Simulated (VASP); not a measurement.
Be: single point with r2SCAN

The system is Be.

```
Be
1.0
     2.26547    0.00000    0.00000
    -1.13273    1.96195    0.00000
     0.00000    0.00000    3.55985
Be
2
Cartesian
  0.0000 1.3080 0.8900
  1.1327 0.6540 2.6699
```

```
Program             : VASP 6.6.1
Task                : single point
Functional          : r2SCAN
Potentials or basis : VASP PAW PBE potentials, release 64 (Be)
Cutoff              : 520 eV
k mesh              : 20 × 20 × 11
Occupations         : fermi-dirac, width 0.1 eV
Spin                : no spin polarisation
```

The pressure is 0.2 GPa. The band gap on the k mesh is zero (band 2 reaches 8.20 eV, above the bottom of band 3 at 6.68 eV).

Stress tensor (GPa, compression positive):
```
0.16 0.00 0.00
0.00 0.16 0.00
0.00 0.00 0.26
```

Levels at points of the mesh, in eV from the Fermi level:
```csv
k point,band 1,band 2,band 3,band 4,band 5,band 6,band 7
"(0.00, 0.00, 0.00)",-12.17,-4.66,1.16,17.35,17.35,20.39,20.39
"(0.50, 0.00, 0.00)",-5.34,-3.31,4.00,6.85,7.29,10.23,10.68
```

Wall time 2.7 min on 1 thread of Oxide Virtual Turin-like Processor, with other jobs on the host, peak memory 0.11 GiB.

Caveat: the PAW data sets were made with another functional, which shifts forces and pressure a little.
